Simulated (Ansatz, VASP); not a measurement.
## ZnO in VASP and in Ansatz

```
Zn O
1.0
     4.33798    0.00000    0.00000
    -2.16899    3.75680    0.00000
     0.00000    0.00000    3.45569
Zn O
1 1
Direct
  0.00000 0.00000 0.00000
  0.00000 0.00000 0.50000
```

Alike in both runs: functional PBE; k mesh 6 × 6 × 6; occupations gaussian, width 0.1 eV; no spin polarisation.

Ansatz relaxed the structure, and its values are those at the end. VASP's run is a single point on that final structure, the one shown.

|  | VASP | Ansatz |
| --- | --- | --- |
| version | VASP 6.6.1 | Ansatz 0.2.0 |
| potentials or method | VASP PAW PBE potentials, release 64 (Zn, O), cutoff 520 eV | scalar-relativistic, plane waves, PAW |
| valence electrons in the cell | 18 | 18 |

VASP gave:

| Property | Result |
| --- | --- |
| gap on the k mesh at the Fermi level (eV) | 1.38 |
| least direct gap on the mesh (eV) | 2.78 |
| pressure (GPa) | 0.8 |

Q: What did Ansatz give for the same quantities?

A: gap on the k mesh at the Fermi level (eV): 1.38; least direct gap on the mesh (eV): 2.80; pressure (GPa): 0.2.
